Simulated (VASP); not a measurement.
Crystal: BeTe.

```
Te Be
1.0
     0.00000    2.77000    2.77000
     2.77000    0.00000    2.77000
     2.77000    2.77000    0.00000
Te Be
1 1
Direct
  0.75000 0.75000 0.75000
  0.00000 0.00000 0.00000
```

```yaml
Program: VASP 6.6.1
Task: relaxation of cell and atoms
Functional: RPBE
Potentials_or_basis: VASP PAW PBE potentials, release 64 (Te, Be)
Cutoff: 600 eV
k_mesh: 8 × 8 × 8
Occupations: fermi-dirac, width 0.05 eV
Spin: no spin polarisation
```

At the start: pressure 6.1 GPa; volume 21.25 Å³/atom.

Q: Where does the relaxation end?

A: Over 3 steps the energy falls by 37.6 meV/atom and the volume is 23.38 Å³/atom (+10.0 %); space group F-43m (No. 216, to 0.05 Å).

The path:
| step | energy change (eV) | largest force (eV/Å) | pressure (GPa) | volume (Å³) |
| --- | --- | --- | --- | --- |
| 1 | 0.0000 | 0.0000 | 6.11 | 42.51 |
| 2 | -0.0723 | 0.0000 | -0.98 | 47.70 |
| 3 | -0.0751 | 0.0000 | 0.02 | 46.76 |

Final structure:
```
Te Be
1.0
     0.00000    2.85943    2.85943
     2.85943    0.00000    2.85943
     2.85943    2.85943    0.00000
Te Be
1 1
Direct
  0.75000 0.75000 0.75000
  0.00000 0.00000 0.00000
```

Caveat: the PAW data sets were made with another functional, which shifts forces and pressure a little; the volume moved by +10 % from the deposited cell, more than functionals usually miss.
